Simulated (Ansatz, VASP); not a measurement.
## Two plane-wave programs on MoS

INCAR

```
SYSTEM = MoS
  PREC = Accurate
  ENCUT = 520
  EDIFF = 1E-6
  ISMEAR = 0
  SIGMA = 0.05
  LREAL = .False.
  LASPH = .True.
  NELM = 100
  ALGO = Normal
  ISIF = 2
  LWAVE = .False.
  LCHARG = .False.
  LDIPOL = .True.
  IDIPOL = 3
  DIPOL = 0.5 0.5 0.500
  GGA = PS
  NBANDS = 28
```

The input KPOINTS:

```
Automatic mesh
0
Gamma
  9 9 1
  0 0 0
```

POSCAR

```
MoS
1.0
    3.1415002775      0.0000000000      0.0000000000
   -1.5707501387      2.7206190463      0.0000000000
    0.0000000000      0.0000000000     32.3373047485
Mo S
2 2
Direct
    0.0000000000      0.0000000000      0.2319302755
    0.0000000000      0.0000000000      0.7680697245
    0.3333333333      0.6666666667      0.2801126212
    0.3333333333      0.6666666667      0.7198873788
```

Input for Ansatz:

```yaml
crystal:
  lattice:
    - [3.1415002775, 0.0, 0.0]
    - [-1.5707501387, 2.7206190463, 0.0]
    - [0.0, 0.0, 32.3373047485]
  atoms:
    - { symbol: Mo, position: [0.0, 0.0, 0.2319302755] }
    - { symbol: S, position: [0.3333333333, 0.6666666667, 0.2801126212] }
    - { symbol: S, position: [0.3333333333, 0.6666666667, 0.7198873788] }
    - { symbol: Mo, position: [0.0, 0.0, 0.7680697245] }
basis:
  ecutwfc: 420
kpoints:
  mp_grid: { grid: [9, 9, 1] }
hamiltonian:
  xc: pbesol
scf:
  occupations: { method: gaussian, width: 0.05 }
output:
  forces: true
  stress: true
  eigenvalues: true
  write_density: true
  write_potential: true
  elf: true
  volumetric_format: npy
efield:
  axis: 3
  dipole_correction: true
  ramp_width: 0.04
```

Alike in both runs: task single point; functional PBEsol; k mesh 9 × 9 × 1; occupations gaussian, width 0.05 eV; no spin polarisation.

|  | VASP | Ansatz |
| --- | --- | --- |
| version | VASP 6.6.1 | Ansatz 0.2.0 |
| potentials or method | VASP PAW PBE potentials, release 64 (Mo_sv, S), cutoff 520 eV | scalar-relativistic, plane waves, PAW |
| valence electrons in the cell | 40 | 40 |

```csv
,VASP,Ansatz,Ansatz less VASP
gap on the k mesh at the Fermi level (eV),0.06,0.06,0.000
least direct gap on the mesh (eV),0.59,0.59,+0.001
rms of the force components (eV/Å),0.613,0.615,+0.0017
```

VASP's potentials were made for PBE, not for PBEsol. The functional is the same, so the differences come from potentials, cutoffs and numerics. Ansatz's warnings: xc potential rough in thin density.
